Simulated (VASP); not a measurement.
# Ag (I4/mmm) in VASP: a series of runs, part 2 of 3

VASP 6.6.1. Earlier steps stand in the parts before.

### Step 4. Single point, PBEsol (strain +0.000 along x and y, +0.025 along z)

INCAR

```
  PREC = Accurate
  ENCUT = 520
  EDIFF = 1E-7
  ISMEAR = 0
  SIGMA = 0.15
  LREAL = F
  LASPH = T
  NELM = 60
  ALGO = Fast
  ISIF = 2
  LWAVE = F
  LCHARG = F
  GGA = PS
  NBANDS = 12
```

KPOINTS

```
Automatic mesh
0
Gamma
  20 20 20
```

POSCAR

```
Ag
1.0
    0.0000000000      2.0431000000      2.0941775000
    2.0431000000      0.0000000000      2.0941775000
    2.0431000000      2.0431000000      0.0000000000
Ag
1
Direct
    0.0000000000      0.0000000000      0.0000000000
```

Potentials or basis: VASP PAW PBE potentials, release 64 (Ag).

Started as:

```console
$ cat potpaw_PBE.64/Ag/POTCAR > POTCAR
$ mpirun -np 1 vasp_std > vasp.out
```

OUTCAR:

```text
PREC = Accurate
   ENCUT = 520
   EDIFF = 1E-7
   ISMEAR = 0
   LREAL = F
   LASPH = T
   NELM = 60
   ISIF = 2
   GGA = PS

 ion  position               nearest neighbor table
   1  0.000  0.000  0.000-

  LATTYP: Found a body centered tetragonal cell.
 ALAT       =     2.8893797293
 C/A-ratio  =     1.4495689014

  Lattice vectors:

 A1 = (  -2.0431000000,   0.0000000000,   2.0941775000)
 A2 = (   2.0431000000,   0.0000000000,   2.0941775000)
 A3 = (   0.0000000000,   2.0431000000,  -2.0941775000)

Analysis of symmetry for initial positions (statically):
=====================================================================
 Subroutine PRICEL returns:
 Original cell was already a primitive cell.

 Routine SETGRP: Setting up the symmetry group for a
 body centered tetragonal supercell.

 Subroutine GETGRP returns: Found 16 space group operations
 (whereof 16 operations were pure point group operations)
 out of a pool of 16 trial point group operations.

The static configuration has the point symmetry D_4h.

Analysis of symmetry for dynamics (positions and initial velocities):
=====================================================================
 Subroutine PRICEL returns:
 Original cell was already a primitive cell.

 Routine SETGRP: Setting up the symmetry group for a
 body centered tetragonal supercell.

 Subroutine GETGRP returns: Found 16 space group operations
 (whereof 16 operations were pure point group operations)
 out of a pool of 16 trial point group operations.

The dynamic configuration has the point symmetry D_4h.

 Subroutine INISYM returns: Found 16 space group operations
 (whereof 16 operations are pure point group operations),
 and found     1 'primitive' translations

----------------------------------------------------------------------------------------

                                     Primitive cell

  volume of cell :      17.4833

  direct lattice vectors                    reciprocal lattice vectors
     0.000000000  2.043100000  2.094177500    -0.244726151  0.244726151  0.238757221
     2.043100000  0.000000000  2.094177500     0.244726151 -0.244726151  0.238757221
     2.043100000  2.043100000  0.000000000     0.244726151  0.244726151 -0.238757221

  length of vectors
     2.925719913  2.925719913  2.889379729     0.420460211  0.420460211  0.420460211

  position of ions in fractional coordinates (direct lattice)
     0.000000000  0.000000000  0.000000000

  ion indices of the primitive-cell ions
   primitive index   ion index
                 1           1

----------------------------------------------------------------------------------------

 KPOINTS: Automatic mesh

Automatic generation of k-mesh.
 Grid dimensions read from file:
 generate k-points for:   20   20   20

 Generating k-lattice:

  Cartesian coordinates                     Fractional coordinates (reciprocal lattice)
    -0.012236308  0.012236308  0.011937861     0.050000000  0.000000000  0.000000000
     0.012236308 -0.012236308  0.011937861     0.000000000  0.050000000  0.000000000
     0.012236308  0.012236308 -0.011937861     0.000000000  0.000000000  0.050000000

  Length of vectors
     0.021023011  0.021023011  0.021023011

  Shift w.r.t. Gamma in fractional coordinates (k-lattice)
     0.000000000  0.000000000  0.000000000

 Subroutine IBZKPT returns following result:
 ===========================================

 Found    641 irreducible k-points:

 Following reciprocal coordinates:
            Coordinates               Weight
  0.000000  0.000000  0.000000      1.000000
  0.050000  0.000000  0.000000      8.000000
  0.100000  0.000000  0.000000      8.000000
  0.150000 -0.000000  0.000000      8.000000
  0.200000  0.000000  0.000000      8.000000
  0.250000  0.000000  0.000000      8.000000
[... 16 lines left out ...]
 -0.400000  0.050000  0.000000      8.000000
 -0.350000  0.050000  0.000000      8.000000
 [... further k-points ...]
   k-points           NKPTS =    641   k-points in BZ     NKDIM =    641   number of bands    NBANDS=     12
   number of dos      NEDOS =    301   number of ions     NIONS =      1
   total plane-waves  NPLWV =  13824
   dimension x,y,z NGX =    24 NGY =   24 NGZ =   24
   dimension x,y,z NGXF=    48 NGYF=   48 NGZF=   48
   ions per type =               1
   NGX,Y,Z   is equivalent  to a cutoff of  13.64, 13.64, 13.81 a.u.
   NGXF,Y,Z  is equivalent  to a cutoff of  27.27, 27.27, 27.62 a.u.
 SYSTEM =  unknown system
   PREC   = accura    normal or accurate (medium, high low for compatibility)
   ISTART =      0    job   : 0-new  1-cont  2-samecut
   ICHARG =      2    charge: 1-file 2-atom 10-const
   ISPIN  =      1    spin polarized calculation?
   LNONCOLLINEAR =      F non collinear calculations
   LSORBIT =      F    spin-orbit coupling
   LASPH  =      T    aspherical Exc in radial PAW
   ENCUT  =  520.0 eV  38.22 Ry    6.18 a.u.   5.44  5.44  5.37*2*pi/ulx,y,z
   NELM   =     60;   NELMIN=  2; NELMDL= -5     # of ELM steps
   EDIFF  = 0.1E-06   stopping-criterion for ELM
   LREAL  =      F    real-space projection
   EDIFFG = 0.1E-05   stopping-criterion for IOM
   NSW    =      0    number of steps for IOM
   IBRION =     -1    ionic relax: 0-MD 1-quasi-New 2-CG
   NFREE  =      0    steps in history (QN), initial steepest desc. (CG)
   ISIF   =      2    stress and relaxation
   ISYM   =      2    0-nonsym 1-usesym 2-fastsym
   POTIM  = 0.5000    time-step for ionic-motion
   TEBEG  =    0.0;   TEEND  =   0.0 temperature during run
   PSTRESS=    0.0 pullay stress
   NELECT =      11.0000    total number of electrons
   NUPDOWN=      -1.0000    fix difference up-down
   EMIN   =  10.00;   EMAX   =-10.00  energy-range for DOS
   EFERMI =   0.00;   METHOD = LEGACY
   ISMEAR =     0;   SIGMA  =   0.15  broadening in eV -4-tet -1-fermi 0-gaus
   EFERMI_NEDOS =   21; number of points for ismear=-14 and -15
   IALGO  =     68    algorithm
   IMIX   =      4    mixing-type and parameters
     AMIX     =   0.40;   BMIX     =  1.00
     AMIX_MAG =   1.60;   BMIX_MAG =  1.00
  volume/ion in A,a.u.               =      17.48       117.98
  Fermi-wavevector in a.u.,A,eV,Ry     =   1.402808  2.650922 26.774490  1.967870
  Thomas-Fermi vector in A             =   2.525533
   LORBIT       =      0    0 simple, 1 ext, 2 COOP (PROOUT), +10 PAW based schemes
   GGA     = PS    functional components
   LHFCALC =     F    Hartree Fock is set to
   AEXX    =    0.0000 exact exchange contribution
   IVDW    =     0    specifies the selected vdW correction
   LEPSILON=     F    determine dielectric tensor
   LRPA    =     F    only Hartree local field effects (RPA)
 non-spin polarized calculation
 RMM-DIIS sequential band-by-band and
 Gauss-broadening in eV      SIGMA  =   0.15
  energy-cutoff  :      520.00
  volume of cell :       17.48
 maximum number of plane-waves:       495
 NGX is ok and might be reduce to    24
   NGX = 11   NGY = 11   NGZ = 11

 number of electron      10.9999997 magnetization

 Free energy of the ion-electron system (eV)
  ---------------------------------------------------
  ext. energy  EPLUGINS =         0.00000000
  ---------------------------------------------------
  free energy    TOTEN  =        -3.29771519 eV

  energy without entropy =       -3.29541863  energy(sigma->0) =       -3.29656691

 E-fermi :   7.8727     XC(G=0): -12.2628

 val. band max:        7.8701700958   @ k =  -0.0500   0.4000   0.3500
 cond. band min:       7.9066175942   @ k =   0.5000   0.2000   0.0500
 fundamental gap:      0.0364474985
 Fermi energy:         7.8727084289

 k-point     1 :       0.0000    0.0000    0.0000
  band No.  band energies     occupation
      1       0.2417      2.00000
      2       3.1076      2.00000
      3       3.2607      2.00000
      4       3.2607      2.00000
      5       4.1284      2.00000
      6       4.2868      2.00000
      7      23.8259      0.00000
      8      27.0440      0.00000
      9      27.3419      0.00000
     10      27.3419      0.00000
     11      31.9981      0.00000
     12      32.8777      0.00000
[... 331 lines left out ...]
 k-point    24 :      -0.3500    0.0500    0.0000
  band No.  band energies     occupation
      1       1.7852      2.00000
      2       3.1951      2.00000
      3       3.3703      2.00000
      4       4.5191      2.00000
      5       4.6256      2.00000
      6       5.6396      2.00000
      7      14.4862      0.00000
      8      23.1348      0.00000
      9      25.1642      0.00000
     10      26.9634      0.00000
     11      30.4408      0.00000
     12      30.4884      0.00000

 [... further k-points ...]

------------------------ aborting loop because EDIFF is reached ----------------------------------------

  FORCE on cell =-STRESS in cart. coord.  units (eV):
  Direction    XX          YY          ZZ          XY          YZ          ZX
  --------------------------------------------------------------------------------------
  -------------------------------------------------------------------------------------
  Total       -0.5273843     -0.5273843     -0.6334344      0.0000000      0.0000000      0.0000000
  in kB      -48.3298062    -48.3298062    -58.0482944      0.0000000      0.0000000      0.0000000
  external PRESSURE =     -51.5693023 kB  Pullay stress =       0.0000000 kB

 VOLUME and BASIS-vectors are now :
 -----------------------------------------------------------------------------
  energy-cutoff  :      520.00
  volume of cell :       17.48
      direct lattice vectors                 reciprocal lattice vectors
     0.000000000  2.043100000  2.094177500    -0.244726151  0.244726151  0.238757221
     2.043100000  0.000000000  2.094177500     0.244726151 -0.244726151  0.238757221
     2.043100000  2.043100000  0.000000000     0.244726151  0.244726151 -0.238757221

 POSITION                                       TOTAL-FORCE (eV/Angst)
 -----------------------------------------------------------------------------------
      0.00000      0.00000      0.00000         0.000000     -0.000000      0.000000
 -----------------------------------------------------------------------------------
    total drift:                                0.000000      0.000000      0.000000

  FREE ENERGIE OF THE ION-ELECTRON SYSTEM (eV)
  ---------------------------------------------------
  free  energy   TOTEN  =        -3.2977151898 eV

  energy  without entropy=       -3.2954186295  energy(sigma->0) =       -3.29656691
```

OSZICAR:

```text
N       E                     dE             d eps       ncg     rms          rms(c)
DAV:   1     0.517741094797E+02    0.51774E+02   -0.54580E+03 15552   0.825E+02
DAV:   2    -0.279400402935E+01   -0.54568E+02   -0.51344E+02 17784   0.192E+02
DAV:   3    -0.363664144293E+01   -0.84264E+00   -0.84203E+00 18180   0.255E+01
DAV:   4    -0.363913872506E+01   -0.24973E-02   -0.24972E-02 17792   0.145E+00
DAV:   5    -0.363915814394E+01   -0.19419E-04   -0.19419E-04 18172   0.115E-01    0.522E+00
RMM:   6    -0.330956220590E+01    0.32960E+00   -0.51630E-01 15488   0.645E+00    0.310E+00
RMM:   7    -0.330140066637E+01    0.81615E-02   -0.97445E-03 17182   0.112E+00    0.185E+00
RMM:   8    -0.329773365703E+01    0.36670E-02   -0.74276E-04 17818   0.280E-01    0.212E-01
RMM:   9    -0.329771710149E+01    0.16556E-04   -0.11541E-04 18789   0.920E-02    0.584E-02
RMM:  10    -0.329771471980E+01    0.23817E-05   -0.19669E-05 18755   0.347E-02    0.210E-02
RMM:  11    -0.329771518519E+01   -0.46538E-06   -0.52784E-06 18313   0.142E-02    0.698E-03
RMM:  12    -0.329771518975E+01   -0.45686E-08   -0.60338E-07 16086   0.527E-03
   1 F= -.32977152E+01 E0= -.32965669E+01  d E =-.229656E-02
```

stdout:

```text
POSCAR found type information on POSCAR Ag
 POSCAR found :  1 types and       1 ions
 scaLAPACK will be used
 -----------------------------------------------------------------------------
|                                                                             |
|                                                                             |
|     You enforced a specific xc type in the INCAR file but a different       |
|     I HOPE YOU KNOW WHAT YOU ARE DOING!                                     |
|                                                                             |
 -----------------------------------------------------------------------------

 LDA part: xc-table for (Slater+PW92), standard interpolation
 POSCAR, INCAR and KPOINTS ok, starting setup
 FFT: planning ... GRIDC
 FFT: planning ... GRID_SOFT
 FFT: planning ... GRID
 WAVECAR not read
 entering main loop
WARNING in EDDRMM: call to ZHEGV failed, returncode =   8  4     12
```

Run time: 37 s. Hardware: 1 thread of Intel Xeon 6975P-C (Granite Rapids), shared host; peak memory 0.25 GiB.

What came out:

- Free energy: -3.2977 eV
- Pressure: -5.2 GPa
- Band gap on the k mesh: zero (an odd number of electrons rules out a gap without spin polarisation)

Caveat: the cell differs from its parent crystal (strain +0.000 along x and y, +0.025 along z); the cell stands under tension; the PAW data sets were made with another functional, which shifts forces and pressure a little.

(Continued in part 3 of 3.)
